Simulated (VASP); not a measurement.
# Ni (P6/mmm) in VASP: further runs, part 2 of 2

VASP 6.6.1. Earlier steps stand in the parts before.

### Step 5. Density of states, PBE, collinear spin, ferromagnetic start (volume scaled by 0.4)

POSCAR reads:

```
Ni
1.0
    1.7956181332      0.0000000000      0.0000000000
   -0.8978090666      1.5550509188      0.0000000000
    0.0000000000      0.0000000000      1.6984941785
Ni
1
Direct
    0.0000000000      0.0000000000      0.0000000000
```

INCAR.step1 reads:

```
SYSTEM = Ni
  ALGO = Normal
  EDIFF = 1E-6
  ENCUT = 510
  GGA = PE
  GGA_COMPAT = .FALSE.
  ISIF = 2
  ISMEAR = -1
  ISPIN = 2
  LASPH = .TRUE.
  LCHARG = .TRUE.
  LMAXMIX = 4
  LORBIT = 11
  LREAL = .FALSE.
  LWAVE = .FALSE.
  MAGMOM = 1
  NBANDS = 19
  NEDOS = 2001
  NELM = 200
  PREC = Accurate
  SIGMA = 0.1
```

KPOINTS.step1 reads:

```
k-points
0
G
  18 18 17
  0 0 0
```

INCAR.step2 reads:

```
SYSTEM = Ni
  ALGO = Normal
  EDIFF = 1E-6
  ENCUT = 510
  GGA = PE
  GGA_COMPAT = .FALSE.
  ICHARG = 11
  ISIF = 2
  ISMEAR = -5
  ISPIN = 2
  LASPH = .TRUE.
  LCHARG = .FALSE.
  LMAXMIX = 4
  LORBIT = 11
  LREAL = .FALSE.
  LWAVE = .FALSE.
  MAGMOM = 1
  NEDOS = 1001
  NELM = 200
  PREC = Accurate
  SIGMA = 0.1
```

KPOINTS.step2 reads:

```
k-points
0
G
  27 27 26
  0 0 0
```

Potentials or basis: VASP PAW PBE potentials, release 64 (Ni_sv_GW).

Started as:

```console
$ cat potpaw_PBE.64/Ni_sv_GW/POTCAR > POTCAR
$ cp INCAR.step1 INCAR
$ cp KPOINTS.step1 KPOINTS
$ mpirun -np 1 vasp_std > vasp.out
$ cp INCAR.step2 INCAR
$ cp KPOINTS.step2 KPOINTS
$ mpirun -np 1 vasp_std > vasp.out
```

OUTCAR:

```text
SYSTEM = Ni
   EDIFF = 1E-6
   ENCUT = 510
   GGA = PE
   ICHARG = 11
   ISIF = 2
   ISMEAR = -5
   ISPIN = 2
   LASPH = .TRUE.
   LORBIT = 11
   LREAL = .FALSE.
   NELM = 200
   PREC = Accurate

 ion  position               nearest neighbor table
   1  0.000  0.000  0.000-

  LATTYP: Found a hexagonal cell.
 ALAT       =     1.7956181332
 C/A-ratio  =     0.9459105737

  Lattice vectors:

 A1 = (   1.7956181332,   0.0000000000,   0.0000000000)
 A2 = (  -0.8978090666,   1.5550509188,   0.0000000000)
 A3 = (   0.0000000000,   0.0000000000,   1.6984941785)

Analysis of symmetry for initial positions (statically):
=====================================================================
 Subroutine PRICEL returns:
 Original cell was already a primitive cell.

 Routine SETGRP: Setting up the symmetry group for a
 hexagonal supercell.

 Subroutine GETGRP returns: Found 24 space group operations
 (whereof 24 operations were pure point group operations)
 out of a pool of 24 trial point group operations.

The static configuration has the point symmetry D_6h.

Analysis of symmetry for dynamics (positions and initial velocities):
=====================================================================
 Subroutine PRICEL returns:
 Original cell was already a primitive cell.

 Routine SETGRP: Setting up the symmetry group for a
 hexagonal supercell.

 Subroutine GETGRP returns: Found 24 space group operations
 (whereof 24 operations were pure point group operations)
 out of a pool of 24 trial point group operations.

The dynamic configuration has the point symmetry D_6h.

Analysis of structural, dynamic, and magnetic symmetry:
=====================================================================
 Subroutine PRICEL returns:
 Original cell was already a primitive cell.

 Routine SETGRP: Setting up the symmetry group for a
 hexagonal supercell.

 Subroutine GETGRP returns: Found 24 space group operations
 (whereof 24 operations were pure point group operations)
 out of a pool of 24 trial point group operations.

The overall configuration has the point symmetry D_6h.

 Subroutine INISYM returns: Found 24 space group operations
 (whereof 24 operations are pure point group operations),
 and found     1 'primitive' translations

----------------------------------------------------------------------------------------

                                     Primitive cell

  volume of cell :       4.7427

  direct lattice vectors                    reciprocal lattice vectors
     1.795618133  0.000000000  0.000000000     0.556911284  0.321532880  0.000000000
    -0.897809067  1.555050919  0.000000000     0.000000000  0.643065759  0.000000000
     0.000000000  0.000000000  1.698494179     0.000000000  0.000000000  0.588756802

  length of vectors
     1.795618133  1.795618133  1.698494179     0.643065759  0.643065759  0.588756802

  position of ions in fractional coordinates (direct lattice)
     0.000000000  0.000000000  0.000000000

  ion indices of the primitive-cell ions
   primitive index   ion index
                 1           1

----------------------------------------------------------------------------------------

 KPOINTS: k-points

[... 72 lines left out ...]
   NSW    =      0    number of steps for IOM
   IBRION =     -1    ionic relax: 0-MD 1-quasi-New 2-CG
   NFREE  =      0    steps in history (QN), initial steepest desc. (CG)
   ISIF   =      2    stress and relaxation
   ISYM   =      2    0-nonsym 1-usesym 2-fastsym
   POTIM  = 0.5000    time-step for ionic-motion
   TEBEG  =    0.0;   TEEND  =   0.0 temperature during run
   PSTRESS=    0.0 pullay stress
   NELECT =      18.0000    total number of electrons
   NUPDOWN=      -1.0000    fix difference up-down
   EMIN   =  10.00;   EMAX   =-10.00  energy-range for DOS
   EFERMI =   0.00;   METHOD = LEGACY
   ISMEAR =    -5;   SIGMA  =   0.10  broadening in eV -4-tet -1-fermi 0-gaus
   EFERMI_NEDOS =   21; number of points for ismear=-14 and -15
   IALGO  =     38    algorithm
   IMIX   =      4    mixing-type and parameters
     AMIX     =   0.40;   BMIX     =  1.00
     AMIX_MAG =   1.60;   BMIX_MAG =  1.00
  volume/ion in A,a.u.               =       4.74        32.01
  Fermi-wavevector in a.u.,A,eV,Ry     =   2.553631  4.825663 88.724005  6.521030
  Thomas-Fermi vector in A             =   3.407477
   LORBIT       =     11    0 simple, 1 ext, 2 COOP (PROOUT), +10 PAW based schemes
   GGA     = PE    functional components
   LHFCALC =     F    Hartree Fock is set to
   AEXX    =    0.0000 exact exchange contribution
   IVDW    =     0    specifies the selected vdW correction
   LEPSILON=     F    determine dielectric tensor
   LRPA    =     F    only Hartree local field effects (RPA)
 spin polarized calculation
 Fermi weights with tetrahedron method with Bloechl corrections
  energy-cutoff  :      510.00
  volume of cell :        4.74
 maximum number of plane-waves:       139
 NGX is ok and might be reduce to    14

 number of electron      18.0000015 magnetization       0.0004770

 Free energy of the ion-electron system (eV)
  ---------------------------------------------------
  ext. energy  EPLUGINS =         0.00000000
  ---------------------------------------------------
  free energy    TOTEN  =         6.16455753 eV

  energy without entropy =        6.16455753  energy(sigma->0) =        6.16455753

 E-fermi :  24.2461     XC(G=0): -20.1025

 val. band max:       24.3415756403   @ k =   0.4074   0.0000   0.1538
 cond. band min:      24.1883041340   @ k =   0.3333   0.0000   0.1923
 fundamental gap:     -0.1532715063
 Fermi energy:        24.2461040240

 spin component 1

 k-point     1 :       0.0000    0.0000    0.0000
  band No.  band energies     occupation
      1     -83.2591      1.00000
      2     -41.1744      1.00000
      3     -41.1744      1.00000
      4     -40.9611      1.00000
      5       8.5610      1.00000
      6      12.2637      1.00000
      7      17.5707      1.00000
      8      17.5707      1.00000
      9      24.6100      0.00000
     10      24.6100      0.00000
     11      53.0012      0.00000
     12      57.0630      0.00000
     13      68.1399      0.00000
     14      70.7345      0.00000
[... 379 lines left out ...]
      3     -41.9706      1.00000
      4     -40.5488      1.00000
      5      11.3340      1.00000
      6      14.5695      1.00000
      7      20.4788      1.00000
      8      20.7384      1.00000
      9      23.8104      1.00000
     10      24.2057      0.50014
     11      41.4965      0.00000
     12      53.5192      0.00000
     13      62.6116      0.00000
     14      66.3483      0.00000

 [... further k-points ...]

 spin component 2

 k-point     1 :       0.0000    0.0000    0.0000
  band No.  band energies     occupation
      1     -83.2584      1.00000
      2     -41.1739      1.00000
      3     -41.1739      1.00000
      4     -40.9603      1.00000
      5       8.5613      1.00000
      6      12.2642      1.00000
      7      17.5710      1.00000
      8      17.5710      1.00000
      9      24.6101      0.00000
     10      24.6101      0.00000
     11      53.0015      0.00000
     12      57.0632      0.00000
     13      68.1402      0.00000
     14      70.7312      0.00000
[... 379 lines left out ...]
      3     -41.9701      1.00000
      4     -40.5481      1.00000
      5      11.3344      1.00000
      6      14.5698      1.00000
      7      20.4791      1.00000
      8      20.7386      1.00000
      9      23.8105      1.00000
     10      24.2057      0.50002
     11      41.4965      0.00000
     12      53.5195      0.00000
     13      62.6121      0.00000
     14      66.3476      0.00000

 [... further k-points ...]
[... 5 lines left out ...]
  --------------------------------------------------------------------------------------
  -------------------------------------------------------------------------------------
  Total       37.5601018     37.5601018     38.3523763      0.0000000      0.0000000      0.0000000
  in kB    12688.6285536  12688.6285528  12956.2762801      0.0000000      0.0000000      0.0000000
  external PRESSURE =   12777.8444622 kB  Pullay stress =       0.0000000 kB

 VOLUME and BASIS-vectors are now :
 -----------------------------------------------------------------------------
  energy-cutoff  :      510.00
  volume of cell :        4.74
      direct lattice vectors                 reciprocal lattice vectors
     1.795618133  0.000000000  0.000000000     0.556911284  0.321532880  0.000000000
    -0.897809067  1.555050919  0.000000000     0.000000000  0.643065759  0.000000000
     0.000000000  0.000000000  1.698494179     0.000000000  0.000000000  0.588756802

 POSITION                                       TOTAL-FORCE (eV/Angst)
 -----------------------------------------------------------------------------------
      0.00000      0.00000      0.00000         0.000000      0.000000      0.000000
 -----------------------------------------------------------------------------------
    total drift:                               -0.000000      0.000000     -0.000000

  FREE ENERGIE OF THE ION-ELECTRON SYSTEM (eV)
  ---------------------------------------------------
  free  energy   TOTEN  =         6.1645575277 eV

  energy  without entropy=        6.1645575277  energy(sigma->0) =        6.16455753

 total charge

# of ion       s       p       d       f       tot
--------------------------------------------------
    1        2.562   7.190   8.613   0.128  18.493

 magnetization (x)

# of ion       s       p       d       f       tot
--------------------------------------------------
    1        0.000   0.000   0.000   0.000   0.000
```

Run time: 88 s. Hardware: 1 thread of AMD EPYC 9R45 (Zen 5), shared host; peak memory 0.32 GiB.

What came out:

- Net moment: 0.00 μB per cell

Levels at points of the mesh, in eV from the Fermi level:
Spin up:
```tsv
k point	band 7	band 8	band 9	band 10	band 11	band 12
(0.00, 0.00, 0.00)	-6.68	-6.68	0.36	0.36	28.76	32.82
(0.00, 0.00, 0.50)	-5.48	-4.35	-3.74	-3.74	13.06	37.28
```
Spin down:
| k point | band 6 | band 7 | band 8 | band 9 | band 10 | band 11 | band 12 | band 13 |
| --- | --- | --- | --- | --- | --- | --- | --- | --- |
| (0.00, 0.00, 0.00) | -11.98 | -6.68 | -6.68 | 0.36 | 0.36 | 28.76 | 32.82 | 43.89 |
| (0.00, 0.00, 0.50) | -5.48 | -5.48 | -4.35 | -3.74 | -3.74 | 13.06 | 37.28 | 42.55 |

Caveat: tetrahedron occupations give inexact forces and stress in metals.

### Step 6. The runs side by side

```tsv
potentials or basis	cell	cutoff (eV)	further INCAR settings	second run	moment (μB)
VASP PAW PBE potentials, release 64 (Ni)	a = 1.796, b = 1.796, c = 1.698 Å, angles 90.0, 90.0, 120.0°, 1 atom	520	ALGO = Normal; EDIFF = 1e-07	-	0.00
VASP PAW PBE potentials, release 64 (Ni)	a = 1.796, b = 1.796, c = 1.698 Å, angles 90.0, 90.0, 120.0°, 1 atom	520	ALGO = Normal; EDIFF = 1e-06	-	0.00
VASP PAW PBE potentials, release 64 (Ni)	a = 2.248, b = 2.248, c = 2.168 Å, angles 90.0, 90.0, 120.0°, 1 atom	520	ALGO = Normal; EDIFF = 1e-06	-	0.00
VASP PAW PBE potentials, release 64 (Ni_sv_GW)	a = 1.796, b = 1.796, c = 1.698 Å, angles 90.0, 90.0, 120.0°, 1 atom	510	ALGO = Normal; EDIFF = 1e-06	valence_matched	0.00
```

Alike in all rows: task density of states; level PBE; spin collinear, ferromagnetic start; k mesh 18 × 18 × 17; smearing fermi-dirac 0.1 eV.

Caveats: tetrahedron occupations give inexact forces and stress in metals.

Absolute energies hang on the potentials; compare differences alone.
